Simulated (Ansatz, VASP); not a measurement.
**Two plane-wave programs on K3SBr**

```xyz
5
Lattice="5.9652 0.0000 0.0000 0.0000 5.9652 0.0000 0.0000 0.0000 5.9652" Properties=species:S:1:pos:R:3 pbc="T T T"
K     0.0000    2.9826    0.0000
K     0.0000    0.0000    2.9826
K     2.9826    0.0000    0.0000
S     2.9826    2.9826    2.9826
Br    0.0000    0.0000    0.0000
```

Change from the starting cell: species swapped into the KCaF3 type (Pm-3m, No. 221).

Alike in both runs: functional PBE; k mesh 6 × 6 × 6; occupations gaussian, width 0.02 eV; no spin polarisation.

Ansatz relaxed the structure, and its values are those at the end. VASP's run is a single point on that final structure, the one shown.

|  | VASP | Ansatz |
| --- | --- | --- |
| version | VASP 6.6.1 | Ansatz 0.2.0 |
| potentials or method | VASP PAW PBE potentials, release 64 (K_sv, S, Br), cutoff 520 eV | scalar-relativistic, plane waves, PAW |
| valence electrons in the cell | 40 | 40 |

|  | VASP | Ansatz | Ansatz less VASP |
| --- | --- | --- | --- |
| gap on the k mesh at the Fermi level (eV) | 1.00 | 1.00 | +0.001 |
| least direct gap on the mesh (eV) | 1.00 | 1.00 | +0.001 |
| pressure (GPa) | 0.0 | 0.0 | -0.03 |
